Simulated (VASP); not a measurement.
# SiC (P1) in VASP: further runs

The runs below take SiC through single point, with PBE.

Everything below comes from runs of VASP 6.6.1. Logs are shortened: lines on timing, memory, paths and dates and some standing lists are left out, and cuts for length are marked.

### 1 The cell of the first run

The typed cell holds 4 atoms: a = 3.076 Å, b = 3.076 Å, c = 5.048 Å, α = 90.00°, β = 90.00°, γ = 120.00°.

### 2 Single point, PBE (atom 1 (Si) moved by (-0.200, +0.000) A along [1 1 0] and z)

INCAR reads:

```
  PREC = Accurate
  ENCUT = 520
  EDIFF = 1E-6
  ISMEAR = 0
  SIGMA = 0.05
  LREAL = False
  LASPH = True
  NELM = 80
  ALGO = Normal
  ISIF = 2
  LWAVE = False
  LCHARG = True
  GGA = PE
  LELF = True
  LVHAR = True
  NBANDS = 16
```

KPOINTS reads:

```
regular mesh
0
Gamma
  6 6 4
```

POSCAR reads:

```
SiC
1.0
    3.0759982064      0.0000000000      0.0000000000
   -1.5379991032      2.6638925888      0.0000000000
    0.0000000000      0.0000000000      5.0480000000
Si C
2 2
Direct
    0.2608134554      0.6135784315      0.0000000000
    0.6666666667      0.3333333333      0.5000000000
    0.3333333333      0.6666666667      0.3850000000
    0.6666666667      0.3333333333      0.8850000000
```

Potentials or basis: VASP PAW PBE potentials, release 64 (Si, C).

Launch:

```
cat potpaw_PBE.64/Si/POTCAR potpaw_PBE.64/C/POTCAR > POTCAR
mpirun -np 1 vasp_std > vasp.out
```

OUTCAR:

```text
PREC = Accurate
   ENCUT = 520
   EDIFF = 1E-6
   ISMEAR = 0
   LREAL = False
   LASPH = True
   NELM = 80
   ISIF = 2
   GGA = PE

 ion  position               nearest neighbor table
   1  0.261  0.614  0.000-   4 1.69   4 1.93   3 1.95   4 2.01   2 2.98   2 2.98   2 3.12   2 3.12

   2  0.667  0.333  0.500-   3 1.87   3 1.87   3 1.87   4 1.94   1 2.98   1 2.98   1 3.12   1 3.12

   3  0.333  0.667  0.385-   2 1.87   2 1.87   2 1.87   1 1.95
   4  0.667  0.333  0.885-   1 1.69   1 1.93   2 1.94   1 2.01

  LATTYP: Found a hexagonal cell.
 ALAT       =     3.0759982064
 C/A-ratio  =     1.6410932846

  Lattice vectors:

 A1 = (   3.0759982064,   0.0000000000,   0.0000000000)
 A2 = (  -1.5379991032,   2.6638925888,   0.0000000000)
 A3 = (   0.0000000000,   0.0000000000,   5.0480000000)

Analysis of symmetry for initial positions (statically):
=====================================================================
 Subroutine PRICEL returns:
 Original cell was already a primitive cell.

 Routine SETGRP: Setting up the symmetry group for a
 hexagonal supercell.

 Subroutine GETGRP returns: Found  1 space group operations
 (whereof  1 operations were pure point group operations)
 out of a pool of 24 trial point group operations.

The static configuration has the point symmetry C_1 .

Analysis of symmetry for dynamics (positions and initial velocities):
=====================================================================
 Subroutine PRICEL returns:
 Original cell was already a primitive cell.

 Routine SETGRP: Setting up the symmetry group for a
 hexagonal supercell.

 Subroutine GETGRP returns: Found  1 space group operations
 (whereof  1 operations were pure point group operations)
 out of a pool of 24 trial point group operations.

The dynamic configuration has the point symmetry C_1 .

 Subroutine INISYM returns: Found  1 space group operations
 (whereof  1 operations are pure point group operations),
 and found     1 'primitive' translations

----------------------------------------------------------------------------------------

                                     Primitive cell

  volume of cell :      41.3640

  direct lattice vectors                    reciprocal lattice vectors
     3.075998206  0.000000000  0.000000000     0.325097719  0.187695255  0.000000000
    -1.537999103  2.663892589  0.000000000     0.000000000  0.375390511  0.000000000
[... 90 lines left out ...]
   LREAL  =      F    real-space projection
   EDIFFG = 0.1E-04   stopping-criterion for IOM
   NSW    =      0    number of steps for IOM
   IBRION =     -1    ionic relax: 0-MD 1-quasi-New 2-CG
   NFREE  =      0    steps in history (QN), initial steepest desc. (CG)
   ISIF   =      2    stress and relaxation
   ISYM   =      2    0-nonsym 1-usesym 2-fastsym
   POTIM  = 0.5000    time-step for ionic-motion
   TEBEG  =    0.0;   TEEND  =   0.0 temperature during run
   PSTRESS=    0.0 pullay stress
   NELECT =      16.0000    total number of electrons
   NUPDOWN=      -1.0000    fix difference up-down
   EMIN   =  10.00;   EMAX   =-10.00  energy-range for DOS
   EFERMI =   0.00;   METHOD = LEGACY
   ISMEAR =     0;   SIGMA  =   0.05  broadening in eV -4-tet -1-fermi 0-gaus
   EFERMI_NEDOS =   21; number of points for ismear=-14 and -15
   IALGO  =     38    algorithm
   IMIX   =      4    mixing-type and parameters
     AMIX     =   0.40;   BMIX     =  1.00
     AMIX_MAG =   1.60;   BMIX_MAG =  1.00
  volume/ion in A,a.u.               =      10.34        69.78
  Fermi-wavevector in a.u.,A,eV,Ry     =   1.192818  2.254099 19.358564  1.422814
  Thomas-Fermi vector in A             =   2.328847
   LORBIT       =      0    0 simple, 1 ext, 2 COOP (PROOUT), +10 PAW based schemes
   GGA     = PE    functional components
   LHFCALC =     F    Hartree Fock is set to
   AEXX    =    0.0000 exact exchange contribution
   IVDW    =     0    specifies the selected vdW correction
   LEPSILON=     F    determine dielectric tensor
   LRPA    =     F    only Hartree local field effects (RPA)
 non-spin polarized calculation
 Gauss-broadening in eV      SIGMA  =   0.05
  energy-cutoff  :      520.00
  volume of cell :       41.36
 maximum number of plane-waves:      1132
   NGX = 11   NGY = 11   NGZ = 19

 number of electron      16.0000000 magnetization

 Free energy of the ion-electron system (eV)
  ---------------------------------------------------
  ext. energy  EPLUGINS =         0.00000000
  ---------------------------------------------------
  free energy    TOTEN  =       -29.55578229 eV

  energy without entropy =      -29.55578229  energy(sigma->0) =      -29.55578229

 E-fermi :   8.8287     XC(G=0): -11.3472

 val. band max:        8.6131847410   @ k =   0.0000   0.0000   0.0000
 cond. band min:      10.6857627978   @ k =   0.3333   0.3333   0.0000
 fundamental gap:      2.0725780568
 Fermi energy:         8.8286574966

 k-point     1 :       0.0000    0.0000    0.0000
  band No.  band energies     occupation
      1      -7.3353      2.00000
      2      -3.8512      2.00000
      3      -0.2914      2.00000
      4       6.3792      2.00000
      5       7.1476      2.00000
      6       7.7407      2.00000
[... 433 lines left out ...]
      3       1.5037      2.00000
      4       4.9157      2.00000
      5       5.8331      2.00000
      6       6.4604      2.00000
[... 8 lines left out ...]
     15      18.0031      0.00000
     16      18.8573      0.00000

 [... further k-points ...]

------------------------ aborting loop because EDIFF is reached ----------------------------------------

  FORCE on cell =-STRESS in cart. coord.  units (eV):
  Direction    XX          YY          ZZ          XY          YZ          ZX
  --------------------------------------------------------------------------------------
  -------------------------------------------------------------------------------------
  Total        3.9538118      1.0108155      0.3815215      1.8349597      0.8749854      1.5142430
  in kB      153.1455724     39.1525760     14.7777199     71.0746924     33.8913816     58.6521598
  external PRESSURE =      69.0252895 kB  Pullay stress =       0.0000000 kB

 VOLUME and BASIS-vectors are now :
 -----------------------------------------------------------------------------
  energy-cutoff  :      520.00
  volume of cell :       41.36
      direct lattice vectors                 reciprocal lattice vectors
     3.075998206  0.000000000  0.000000000     0.325097719  0.187695255  0.000000000
    -1.537999103  2.663892589  0.000000000     0.000000000  0.375390511  0.000000000
     0.000000000  0.000000000  5.048000000     0.000000000  0.000000000  0.198098257

 POSITION                                       TOTAL-FORCE (eV/Angst)
 -----------------------------------------------------------------------------------
     -0.14142      1.63451      0.00000         4.441691      3.194732      1.559064
      1.53800      0.88796      2.52400        -0.091251     -0.078942      0.790539
     -0.00000      1.77593      1.94348        -0.305118     -0.309440     -0.796739
      1.53800      0.88796      4.46748        -4.045322     -2.806350     -1.552864
 -----------------------------------------------------------------------------------
    total drift:                                0.000076      0.000024     -0.000163

  FREE ENERGIE OF THE ION-ELECTRON SYSTEM (eV)
  ---------------------------------------------------
  free  energy   TOTEN  =       -29.5557822853 eV

  energy  without entropy=      -29.5557822853  energy(sigma->0) =      -29.55578229
```

OSZICAR:

```text
N       E                     dE             d eps       ncg     rms          rms(c)
DAV:   1     0.248179569738E+02    0.24818E+02   -0.71042E+03  2432   0.894E+02
DAV:   2    -0.310215545272E+02   -0.55840E+02   -0.50932E+02  3472   0.157E+02
DAV:   3    -0.334662473856E+02   -0.24447E+01   -0.24353E+01  3176   0.303E+01
DAV:   4    -0.334842241877E+02   -0.17977E-01   -0.17974E-01  3072   0.319E+00
DAV:   5    -0.334844051396E+02   -0.18095E-03   -0.18094E-03  3168   0.300E-01    0.128E+01
DAV:   6    -0.296519964087E+02    0.38324E+01   -0.67770E+00  3088   0.161E+01    0.574E+00
DAV:   7    -0.295746321349E+02    0.77364E-01   -0.11708E+00  3496   0.639E+00    0.254E+00
DAV:   8    -0.295569893422E+02    0.17643E-01   -0.50479E-02  2728   0.145E+00    0.654E-01
DAV:   9    -0.295554384089E+02    0.15509E-02   -0.80128E-03  3312   0.613E-01    0.133E-01
DAV:  10    -0.295557480366E+02   -0.30963E-03   -0.10539E-03  2832   0.197E-01    0.614E-02
DAV:  11    -0.295557820967E+02   -0.34060E-04   -0.68826E-05  3000   0.604E-02    0.177E-02
DAV:  12    -0.295557822853E+02   -0.18861E-06   -0.74183E-06  3208   0.189E-02
   1 F= -.29555782E+02 E0= -.29555782E+02  d E =-.168490E-11
```

stdout:

```text
POSCAR found type information on POSCAR SiC
 POSCAR found :  2 types and       4 ions
 scaLAPACK will be used
 LDA part: xc-table for (Slater+PW92), standard interpolation
 POSCAR, INCAR and KPOINTS ok, starting setup
 FFT: planning ... GRIDC
 FFT: planning ... GRID_SOFT
 FFT: planning ... GRID
 WAVECAR not read
 entering main loop
```

It took 32 s on 1 thread of AMD EPYC 7R43 (Zen 3), shared host; peak memory 0.14 GiB.

Results:

```yaml
Free_energy: -29.5558 eV
Pressure: 6.9 GPa
Largest_force: 5.689 eV/Å
Band_gap_on_the_k_mesh: 2.07 eV, indirect (least direct gap 3.82 eV)
```

Forces on the atoms (eV/Å):
```
Si   4.442  3.195  1.559
Si  -0.091 -0.079  0.791
C   -0.305 -0.309 -0.797
C   -4.045 -2.806 -1.553
```

Levels at points of the mesh, in eV from the valence-band top:
| k point | band 6 | band 7 | band 8 | band 9 | band 10 | band 11 |
| --- | --- | --- | --- | --- | --- | --- |
| (0.00, 0.00, 0.00) | -0.87 | -0.20 | 0.00 | 4.28 | 5.74 | 5.93 |
| (0.50, 0.00, 0.00) | -3.79 | -3.58 | -1.43 | 2.53 | 4.09 | 6.69 |
| (0.00, 0.50, 0.00) | -3.87 | -3.27 | -1.85 | 2.15 | 3.81 | 6.31 |
| (0.50, 0.50, 0.00) | -3.71 | -3.40 | -1.67 | 2.15 | 3.82 | 6.31 |
| (0.00, 0.00, 0.50) | -1.19 | -1.16 | -0.43 | 5.24 | 5.51 | 6.23 |
| (0.50, 0.00, 0.50) | -2.59 | -2.56 | -2.34 | 2.72 | 2.86 | 4.70 |
| (0.00, 0.50, 0.50) | -2.94 | -2.60 | -2.40 | 2.93 | 3.01 | 4.53 |
| (0.50, 0.50, 0.50) | -2.93 | -2.56 | -2.24 | 2.83 | 2.95 | 4.60 |

Caveat: the cell differs from its parent crystal (atom 1 (Si) moved by (-0.200, +0.000) A along [1 1 0] and z); forces of over 1 eV/Å act on the atoms, so gaps and moduli don't describe the material at rest. A k mesh can miss the band edges.

(Part 1 of 2 ends here.)
